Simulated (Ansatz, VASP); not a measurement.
# One calculation of NiO, two programs

INCAR

```
SYSTEM = NiO
PREC = Accurate
ENCUT = 520
EDIFF = 1E-7
ISMEAR = -1
SIGMA = 0.03
LREAL = .FALSE.
LASPH = .TRUE.
NELM = 150
ALGO = Normal
ISIF = 2
LWAVE = .FALSE.
LCHARG = .FALSE.
ISPIN = 2
MAGMOM = 1.5 0
LORBIT = 11
LMAXMIX = 4
GGA = PE
NBANDS = 19
```

The input KPOINTS:

```
Automatic mesh
0
G
  17 17 17
  0 0 0
```

POSCAR

```
NiO
1.0
    0.0000000000      2.0772739395      2.0772739395
    2.0772739395      0.0000000000      2.0772739395
    2.0772739395      2.0772739395      0.0000000000
Ni O
1 1
Direct
    0.0000000000      0.0000000000      0.0000000000
    0.5000000000      0.5000000000      0.5000000000
```

Input for Ansatz:

```yaml
crystal:
  lattice:
    - [0.0, 2.0772739395, 2.0772739395]
    - [2.0772739395, 0.0, 2.0772739395]
    - [2.0772739395, 2.0772739395, 0.0]
  atoms:
    - { symbol: Ni, position: [0.0, 0.0, 0.0], spin: 1.5 }
    - { symbol: O, position: [0.5, 0.5, 0.5] }
magnetization:
  spin_polarized: true
kpoints:
  mp_grid: { grid: [17, 17, 17] }
  band_path:
    path:
      - [0.0, 0.0, 0.0]
      - [0.5, 0.0, 0.5]
      - [0.625, 0.25, 0.625]
      - [0.375, 0.375, 0.75]
      - [0.0, 0.0, 0.0]
      - [0.5, 0.5, 0.5]
      - [0.5, 0.25, 0.75]
      - [0.5, 0.0, 0.5]
    npoints: 5
scf:
  occupations: { method: fermi_dirac, width: 0.03 }
hamiltonian:
  xc: pbe
  pseudopotentials: { kind: all_electron, lapw: { basis_error: 0.001 } }
output:
  forces: true
  stress: true
  eigenvalues: true
```

Change from the starting cell: volume scaled by 0.98.

Alike in both runs: task single point; functional PBE; k mesh 17 × 17 × 17; occupations fermi-dirac, width 0.03 eV; collinear spin.

|  | VASP | Ansatz |
| --- | --- | --- |
| version | VASP 6.6.1 | Ansatz 0.2.0 |
| potentials or method | VASP PAW PBE potentials, release 64 (Ni, O), cutoff 520 eV | all-electron LAPW, scalar-relativistic |

Ansatz gave:

| Item | Value |
| --- | --- |
| pressure (GPa) | 8.5 |
| net moment per atom (μB) | 0.87 |
| size of the moment on the site where the two differ most (μB) | 1.45 |

Task: What did VASP give for the same quantities?

Result: Pressure (GPa): 7.6; net moment per atom (μB): 0.83; size of the moment on the site where the two differ most (μB): 1.37.

Site moments also hang on the region over which each program counts them. Ansatz ran all-electron here, and VASP with PAW potentials.
